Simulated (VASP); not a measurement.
NaI: single point with PBE

The system is NaI.

```xyz
2
Lattice="0.0000 3.1393 3.3335 3.1393 0.0000 3.3335 3.1393 3.1393 0.0000" Properties=species:S:1:pos:R:3 pbc="T T T"
Na    0.0000    0.0000    0.0000
I     3.1393    3.1393    3.3335
```

This cell differs from its parent crystal: strain -0.030 along x and y, +0.030 along z.

| Property | Result |
| --- | --- |
| Program | VASP 6.6.1 |
| Task | single point |
| Functional | PBE |
| Potentials or basis | VASP PAW PBE potentials, release 64 (Na_pv, I) |
| Cutoff | 520 eV |
| k mesh | 6 × 6 × 6 |
| Occupations | gaussian, width 0.05 eV |
| Spin | no spin polarisation |
| Dipole correction | no |
| Further INCAR settings | ALGO = Normal; EDIFF = 1e-06; NBANDS = 14 |

- Pressure: 1.2 GPa
- Band gap on the k mesh: 3.70 eV

Stress tensor (GPa, compression positive):
```
1.73 0.00 0.00
0.00 1.73 0.00
0.00 0.00 0.04
```

Levels at points of the mesh, in eV from the valence-band top:
```csv
k point,band 5,band 6,band 7,band 8,band 9,band 10
"(0.00, 0.00, 0.00)",-0.05,-0.05,0.00,3.70,7.64,8.05
"(0.50, 0.00, 0.00)",-2.33,-0.39,-0.28,5.06,7.24,7.69
"(0.50, 0.50, 0.00)",-2.05,-0.72,-0.72,4.56,5.57,9.74
"(0.50, 0.00, 0.50)",-2.03,-0.99,-0.74,4.47,5.43,10.17
```

Wall time 44 s on 1 thread of AMD EPYC 7R13, with other jobs on the host, peak memory 0.18 GiB.

Caveat: the cell differs from its parent crystal (strain -0.030 along x and y, +0.030 along z); spin-orbit coupling is left out, which moves the levels of the heavy elements.
